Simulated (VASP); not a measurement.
BeS: single point with r2SCAN

The system is BeS.

```
CELL_PARAMETERS angstrom
0.00000 2.48205 2.48205
2.48205 0.00000 2.48205
2.48205 2.48205 0.00000
ATOMIC_POSITIONS crystal
Be 0.00000 0.00000 0.00000
S 0.25000 0.25000 0.25000
```

| Property | Result |
| --- | --- |
| Program | VASP 6.6.1 |
| Task | single point |
| Functional | r2SCAN |
| Potentials or basis | VASP PAW PBE potentials, release 64 (Be, S) |
| Cutoff | 660 eV |
| k mesh | 8 × 8 × 8 |
| Occupations | gaussian, width 0.01 eV |
| Spin | no spin polarisation |

```
Pressure               : -4.9 GPa
Band gap on the k mesh : 3.72 eV (least direct gap 6.07 eV)
```

Levels at points of the mesh, in eV from the valence-band top:
```csv
k point,band 1,band 2,band 3,band 4,band 5,band 6,band 7,band 8,band 9
"(0.00, 0.00, 0.00)",-13.83,0.00,0.00,0.00,6.07,6.29,6.29,6.29,13.29
"(0.50, 0.00, 0.00)",-12.34,-5.51,-0.96,-0.96,5.84,7.16,7.16,11.69,15.40
"(0.50, 0.50, 0.00)",-11.84,-4.83,-2.47,-2.47,3.72,5.43,13.29,13.29,15.82
```

It took 24 s on 1 thread of Intel(R) Xeon(R) 6975P-C (Granite Rapids), with other jobs on the host, peak memory 0.16 GiB.

Caveat: the cell stands under tension; the PAW data sets were made with another functional, which shifts forces and pressure a little. A k mesh can miss the band edges.
